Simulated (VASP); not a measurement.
# Pt (P6_3/mmc) in VASP: a series of runs, part 2 of 2

VASP 6.6.1. The steps go on from the part before.

### Step 3. Relaxation of cell and atoms, LDA

INCAR reads:

```
SYSTEM = Pt
PREC = Accurate ; ENCUT = 600
EDIFF = 1E-6 ; ISMEAR = 0
SIGMA = 0.1 ; LREAL = .FALSE.
LASPH = .TRUE. ; NELM = 80
ALGO = Fast ; ISIF = 3
LWAVE = .FALSE. ; LCHARG = .FALSE.
IBRION = 2 ; NSW = 100
EDIFFG = -0.005
```

KPOINTS reads:

```
Automatic mesh
0
G
  18 18 10
  0 0 0
```

POSCAR reads:

```
Pt
1.0
    2.7088209651      0.0000000000      0.0000000000
   -1.3544104825      2.3459077701      0.0000000000
    0.0000000000      0.0000000000      4.6833864681
Pt
2
Direct
    0.6666666667      0.3333333333      0.7500000000
    0.3333333333      0.6666666667      0.2500000000
```

Potentials or basis: VASP PAW LDA potentials, release 64 (Pt).

Launch:

```bash
$ cat potpaw_LDA.64/Pt/POTCAR > POTCAR
$ mpirun -np 1 vasp_std > vasp.out
```

OUTCAR:

```text
SYSTEM = Pt
   PREC = Accurate
   ENCUT = 600
   EDIFF = 1E-6
   ISMEAR = 0
   LREAL = .FALSE.
   LASPH = .TRUE.
   NELM = 80
   ISIF = 3
   IBRION = 2
   NSW = 100
   EDIFFG = -0.005

 ion  position               nearest neighbor table
   1  0.667  0.333  0.750-   2 2.82   2 2.82   2 2.82   2 2.82   2 2.82   2 2.82
   2  0.333  0.667  0.250-   1 2.82   1 2.82   1 2.82   1 2.82   1 2.82   1 2.82

  LATTYP: Found a hexagonal cell.
 ALAT       =     2.7088209651
 C/A-ratio  =     1.7289390951

  Lattice vectors:

 A1 = (   2.7088209651,   0.0000000000,   0.0000000000)
 A2 = (  -1.3544104825,   2.3459077701,   0.0000000000)
 A3 = (   0.0000000000,   0.0000000000,   4.6833864681)

Analysis of symmetry for initial positions (statically):
=====================================================================
 Subroutine PRICEL returns:
 Original cell was already a primitive cell.

 Routine SETGRP: Setting up the symmetry group for a
 hexagonal supercell.

 Subroutine GETGRP returns: Found 24 space group operations
 (whereof 12 operations were pure point group operations)
 out of a pool of 24 trial point group operations.

The static configuration has the point symmetry D_3d.
 The point group associated with its full space group is D_6h.

[... 173 lines left out ...]
  in kB        5.9268453      5.9268453     -1.2703896      0.0000000     -0.0000000     -0.0000000
  external PRESSURE =       3.5277670 kB  Pullay stress =       0.0000000 kB
[... 131 lines left out ...]
--------------------------------------- Ionic step        5  -------------------------------------------

 number of electron      19.9999999 magnetization

 Free energy of the ion-electron system (eV)
  ---------------------------------------------------
  ext. energy  EPLUGINS =         0.00000000
  ---------------------------------------------------
  free energy    TOTEN  =       -14.88938102 eV

  energy without entropy =      -14.87078097  energy(sigma->0) =      -14.88008100

 E-fermi :  11.3526     XC(G=0): -13.7555

 val. band max:       11.3518279009   @ k =   0.2222   0.1667   0.4000
 cond. band min:      11.3529952091   @ k =   0.3333  -0.0000   0.1000
 fundamental gap:      0.0011673082
 Fermi energy:        11.3525725040

 k-point     1 :       0.0000    0.0000    0.0000
  band No.  band energies     occupation
      1       0.9932      2.00000
      2       3.6997      2.00000
      3       7.0500      2.00000
      4       7.5771      2.00000
      5       7.5771      2.00000
      6       7.9944      2.00000
      7       7.9944      2.00000
      8       9.3270      2.00000
      9       9.3270      2.00000
     10      10.4173      2.00000
     11      11.1225      1.99886
     12      11.1225      1.99886
     13      16.5040      0.00000
     14      26.3172      0.00000
[... 377 lines left out ...]
      1       4.7095      2.00000
      2       4.8105      2.00000
      3       5.2531      2.00000
      4       7.5716      2.00000
      5       7.7658      2.00000
      6       7.8515      2.00000
      7       8.1914      2.00000
      8      10.9055      2.00000
      9      11.1819      1.98422
     10      11.4480      0.17734
     11      13.4725      0.00000
     12      16.7474      0.00000
     13      18.5632      0.00000
     14      20.7752      0.00000

 [... further k-points ...]
[... 5 lines left out ...]
  --------------------------------------------------------------------------------------
  -------------------------------------------------------------------------------------
  Total        0.0014760      0.0014760      0.0023622      0.0000000     -0.0000000      0.0000000
  in kB        0.0793803      0.0793803      0.1270429      0.0000000     -0.0000000      0.0000000
  external PRESSURE =       0.0952678 kB  Pullay stress =       0.0000000 kB
[... 17 lines left out ...]
  FREE ENERGIE OF THE ION-ELECTRON SYSTEM (eV)
  ---------------------------------------------------
  free  energy   TOTEN  =       -14.8893810242 eV

  energy  without entropy=      -14.8707809671  energy(sigma->0) =      -14.88008100

 reached required accuracy - stopping structural energy minimisation
```

It took 4 min on 1 thread of Intel Xeon 6975P-C (Granite Rapids), shared host; peak memory 0.22 GiB.

Results:

```yaml
Free_energy: -14.8894 eV
Relaxed_volume: 14.90 Å³/atom
Relaxed_cell: a = 2.712 Å, b = 2.712 Å, c = 4.676 Å, α = 90.00°, β = 90.00°, γ = 120.00°
Space_group_after_relaxing_to_0.1_Å: P6_3/mmc (No. 194)
Energy_gained_by_relaxing: 0.1 meV/atom
Ionic_steps: 5
Pressure_after_relaxing: 0.0 GPa
Band_gap_on_the_k_mesh: zero (bands 10 and 11 overlap by 1.40 eV)
```

The path:
| step | energy change (eV) | largest force (eV/Å) | pressure (GPa) | volume (Å³) |
| --- | --- | --- | --- | --- |
| 1 | 0.0000 | 0.0000 | 0.35 | 29.76 |
| 2 | 0.0002 | 0.0000 | -1.14 | 29.90 |
| 3 | -0.0001 | 0.0000 | -0.18 | 29.81 |
| 4 | -0.0002 | 0.0000 | 0.08 | 29.78 |
| 5 | -0.0002 | 0.0000 | 0.01 | 29.79 |

Final structure:
```cif
data_structure
_symmetry_space_group_name_H-M 'P 1'
_symmetry_Int_Tables_number 1
_cell_length_a 2.7123
_cell_length_b 2.7123
_cell_length_c 4.6759
_cell_angle_alpha 90.000
_cell_angle_beta 90.000
_cell_angle_gamma 120.000
_cell_volume 29.79
loop_
_atom_site_label
_atom_site_type_symbol
_atom_site_fract_x
_atom_site_fract_y
_atom_site_fract_z
_atom_site_occupancy
Pt1 Pt 0.66667 0.33333 0.75000 1
Pt2 Pt 0.33333 0.66667 0.25000 1
```

Caveat: spin-orbit coupling is left out, which moves the levels of the heavy elements.

### Step 4. Relaxation of cell and atoms, LDA, target pressure 5 GPa, at which the enthalpy is minimised

This run uses another cell than the first one, of 14.89 Å³/atom.

INCAR reads:

```
  ALGO = Fast
  EDIFF = 1E-6
  EDIFFG = -0.001
  ENCUT = 600
  IBRION = 2
  ISIF = 3
  ISMEAR = -1
  LASPH = T
  LCHARG = F
  LREAL = F
  LWAVE = F
  NELM = 80
  NSW = 80
  PREC = Accurate
  PSTRESS = 50.0
  SIGMA = 0.15
```

KPOINTS reads:

```
k-points
0
Gamma
  18 18 10
```

POSCAR reads:

```
Pt
1.0
    2.7209011778      0.0000000000      0.0000000000
   -1.3604505889      2.3563695412      0.0000000000
    0.0000000000      0.0000000000      4.6437050061
Pt
2
Direct
    0.6666666667      0.3333333333      0.7500000000
    0.3333333333      0.6666666667      0.2500000000
```

Launch:

```bash
$ cat potpaw_LDA.64/Pt/POTCAR > POTCAR
$ mpirun -np 1 vasp_std > vasp.out
```

Run time: 15 min. Hardware: 1 thread of Intel Xeon 6975P-C (Granite Rapids), shared host; peak memory 0.24 GiB.

It converged, with:

```yaml
Free_energy: -14.9972 eV
Relaxed_volume: 14.69 Å³/atom
Relaxed_cell: a = 2.712 Å, b = 2.712 Å, c = 4.614 Å, α = 90.00°, β = 90.00°, γ = 120.00°
Space_group_after_relaxing_to_0.1_Å: P6_3/mmc (No. 194)
Energy_change_on_relaxing_the_run_minimises_the_enthalpy: +3.5 meV/atom
Ionic_steps: 45
Pressure_after_relaxing: 5.0 GPa
Band_gap_on_the_k_mesh: zero (bands 10 and 11 overlap by 1.44 eV)
```

The path:
```
step  energy change (eV)  largest force (eV/Å)  pressure (GPa)  volume (Å³)
   1              0.0000                0.0000            0.85        29.77
   3              0.0068                0.0000            4.89        29.39
   5              0.0073                0.0000            5.11        29.37
   7              0.0074                0.0000            5.10        29.37
   9              0.0074                0.0000            5.10        29.37
  11              0.0071                0.0000            4.95        29.38
  13              0.0071                0.0000            5.04        29.38
  15              0.0071                0.0000            5.01        29.38
  17              0.0071                0.0000            5.00        29.38
  19              0.0070                0.0000            4.95        29.38
  21              0.0070                0.0000            4.97        29.38
  23              0.0070                0.0000            4.98        29.38
  25              0.0071                0.0000            4.99        29.38
  27              0.0072                0.0000            5.06        29.37
  29              0.0071                0.0000            5.03        29.38
  31              0.0071                0.0000            5.02        29.38
  33              0.0069                0.0000            4.94        29.38
  35              0.0070                0.0000            4.97        29.38
  37              0.0070                0.0000            4.99        29.38
  39              0.0071                0.0000            4.99        29.38
  41              0.0071                0.0000            5.05        29.38
  43              0.0071                0.0000            5.01        29.38
  45              0.0070                0.0000            5.01        29.38
```

Final structure:
```xyz
2
Lattice="2.7116 0.0000 0.0000 -1.3558 2.3483 0.0000 0.0000 0.0000 4.6139" Properties=species:S:1:pos:R:3 pbc="T T T"
Pt    1.3558    0.7828    3.4605
Pt    0.0000    1.5655    1.1535
```

Levels at points of the mesh, in eV from the Fermi level:
| k point | band 8 | band 9 | band 10 | band 11 | band 12 | band 13 |
| --- | --- | --- | --- | --- | --- | --- |
| (0.00, 0.00, 0.00) | -2.22 | -2.22 | -0.94 | -0.29 | -0.29 | 5.39 |
| (0.50, 0.00, 0.00) | 0.06 | 0.23 | 0.49 | 2.35 | 3.91 | 7.62 |
| (0.00, 0.00, 0.50) | -3.89 | -0.95 | -0.95 | -0.95 | -0.95 | 12.78 |
| (0.50, 0.00, 0.50) | -1.07 | 0.38 | 0.38 | 1.65 | 1.65 | 6.90 |

Caveat: the cell is relaxed towards a set pressure, so the run minimises the enthalpy, not the energy; spin-orbit coupling is left out, which moves the levels of the heavy elements.

### Step 5. Single point, LDA

This run uses another cell than the first one: it holds 4 atoms, not 2.

INCAR reads:

```
ALGO = Normal
EDIFF = 1E-6
ENCUT = 570
GGA_COMPAT = False
ISIF = 2
ISMEAR = 0
LASPH = True
LCHARG = False
LREAL = False
LWAVE = False
NBANDS = 44
NELM = 120
PREC = Accurate
SIGMA = 0.15
```

KPOINTS reads:

```
k-points
0
Gamma
  12 12 4
```

POSCAR reads:

```
Pt
1.0
    2.7079581969      0.0000000000      0.0000000000
   -1.3539790985      2.3451605909      0.0000000000
    0.0000000000      0.0000000000      9.3563251405
Pt
4
Direct
    0.6666666667      0.3333333333      0.3750000000
    0.6666666667      0.3333333333      0.8750000000
    0.3333333333      0.6666666667      0.1250000000
    0.3333333333      0.6666666667      0.6250000000
```

Potentials or basis: VASP PAW LDA potentials, release 64 (Pt_sv_GW).

Launch:

```bash
$ cat potpaw_LDA.64/Pt_sv_GW/POTCAR > POTCAR
$ mpirun -np 1 vasp_std > vasp.out
```

Wall time 2.1 min (1 thread of Intel Xeon Platinum 8259CL at 2.50GHz (Skylake/Cascade Lake), shared host); peak memory 0.25 GiB.

Results (log left out):

- Free energy: -29.0803 eV
- Pressure: -0.3 GPa
- Band gap on the k mesh: zero (bands 36 and 37 overlap by 1.42 eV)

Stress tensor (GPa, compression positive):
```
-0.02  0.00  0.00
 0.00 -0.02  0.00
 0.00  0.00 -0.77
```

Levels at points of the mesh, in eV from the Fermi level:
```
           k point  band 33  band 34  band 35  band 36  band 37  band 38  band 39  band 40
(0.00, 0.00, 0.00)    -2.02    -0.92    -0.87    -0.87    -0.87    -0.87    -0.24    -0.24
(0.50, 0.00, 0.00)     0.32     0.46     0.46     0.55     1.71     1.71     2.40     3.97
(0.00, 0.00, 0.50)    -1.62    -1.62    -1.62    -1.62    -0.36    -0.36    -0.36    -0.36
(0.50, 0.00, 0.50)     0.38     0.38     0.53     0.53     1.37     1.37     3.43     3.43
```

Caveat: spin-orbit coupling is left out, which moves the levels of the heavy elements.

### Step 6. Overview

```tsv
task	potentials or basis	cell	k mesh	cutoff (eV)	smearing	gap on the mesh (eV)	pressure (GPa)	relaxed volume (Å³/atom)
relaxation of cell and atoms	VASP PAW LDA potentials, release 64 (Pt)	relaxed from a = 2.708, b = 2.708, c = 4.678 Å, angles 90.0, 90.0, 120.0°, 2 atoms, atomic positions A	18 × 18 × 10	600	fermi-dirac 0.15 eV	none	0.0	14.93
relaxation of cell and atoms	VASP PAW LDA potentials, release 64 (Pt)	relaxed from a = 2.709, b = 2.709, c = 4.683 Å, angles 90.0, 90.0, 120.0°, 2 atoms, atomic positions A	18 × 18 × 10	600	gaussian 0.1 eV	none	0.0	14.90
relaxation of cell and atoms	VASP PAW LDA potentials, release 64 (Pt)	relaxed to 5 GPa from a = 2.721, b = 2.721, c = 4.644 Å, angles 90.0, 90.0, 120.0°, 2 atoms, atomic positions A	18 × 18 × 10	600	fermi-dirac 0.15 eV	none	5.0	-
single point	VASP PAW LDA potentials, release 64 (Pt_sv_GW)	a = 2.708, b = 2.708, c = 9.356 Å, angles 90.0, 90.0, 120.0°, 4 atoms, atomic positions B	12 × 12 × 4	570	gaussian 0.15 eV	none	-0.3	-
```

Alike in all rows: level LDA; no spin polarisation.

Caveats: spin-orbit coupling is left out, which moves the levels of the heavy elements; the cell is relaxed towards a set pressure, so the run minimises the enthalpy, not the energy (at least some runs).

Absolute energies hang on the potentials; compare differences alone.
